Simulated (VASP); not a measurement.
Write the native input for VASP 6.6.1 that does the following.

| Property | Result |
| --- | --- |
| Task | single point |
| Functional | PBEsol |
| Potentials or basis | VASP PAW PBE potentials, release 64 (C, Si) |
| Cutoff | 520 eV |
| k mesh | 5 × 5 × 5 |
| Occupations | gaussian, width 0.01 eV |
| Spin | no spin polarisation |
| Dipole correction | no |
| Further INCAR settings | ALGO = Normal; EDIFF = 1e-06; NBANDS = 16 |

The structure of SiC3 lies in POSCAR:

```
SiC3
1.0
    1.4154339595      0.8172011775      4.6700734293
   -1.4154339595      0.8172011775      4.6700734293
    0.0000000000     -1.6344023551      4.6700734293
C Si
3 1
Direct
    1.0082378924      0.0082378924      0.0082378924
    0.4889604674      0.4889604674      0.4889604674
    0.3791724033      0.3791724033      0.3791724033
    0.8736292368      0.8736292368      0.8736292368
```

These files were run (other wordings do the same):

INCAR

```
  ALGO = Normal
  EDIFF = 1E-6
  ENCUT = 520
  GGA = PS
  ISIF = 2
  ISMEAR = 0
  LASPH = True
  LCHARG = False
  LREAL = False
  LWAVE = False
  NBANDS = 16
  NELM = 60
  PREC = Accurate
  SIGMA = 0.01
```

KPOINTS

```
k-points
0
Gamma
  5 5 5
```

Potentials or basis: VASP PAW PBE potentials, release 64 (C, Si).

The run is started by

```console
$ cat potpaw_PBE.64/C/POTCAR potpaw_PBE.64/Si/POTCAR > POTCAR
$ mpirun -np 1 vasp_std > vasp.out
```

It gave:

```yaml
Pressure: -0.8 GPa
Largest_force: 0.408 eV/Å
Band_gap_on_the_k_mesh: 1.47 eV, indirect (least direct gap 3.12 eV)
```

Caveat: the k points lie up to 0.52 Å⁻¹ apart; the PAW data sets were made with another functional, which shifts forces and pressure a little.

Wall time 19 s on 1 thread of Intel(R) Xeon(R) Platinum 8488C (Sapphire Rapids), on a shared host, peak memory 0.21 GiB.
